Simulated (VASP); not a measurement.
**HfB: single point with LDA**

Crystal: HfB.

```
CELL_PARAMETERS angstrom
0.00000 2.28667 2.28667
2.28667 0.00000 2.28667
2.28667 2.28667 0.00000
ATOMIC_POSITIONS crystal
Hf 0.50000 0.50000 0.50000
B 0.00000 0.00000 0.00000
```

| Item | Value |
| --- | --- |
| Program | VASP 6.6.1 |
| Task | single point |
| Functional | LDA |
| Potentials or basis | VASP PAW LDA potentials, release 64 (Hf_pv, B) |
| Cutoff | 520 eV |
| k mesh | 11 × 11 × 11 |
| Occupations | methfessel-paxton, width 0.05 eV |
| Spin | no spin polarisation |

```yaml
Pressure: 28.3 GPa
```

Levels at points of the mesh, in eV from the Fermi level:
```csv
k point,band 5,band 6,band 7,band 8,band 9,band 10
"(0.00, 0.00, 0.00)",2.08,2.08,2.08,3.98,3.98,3.98
```

Wall time 17 s on 1 thread of Intel Xeon 8259CL, on a shared host, peak memory 0.14 GiB.

Caveat: spin-orbit coupling is left out, which moves the levels of the heavy elements.
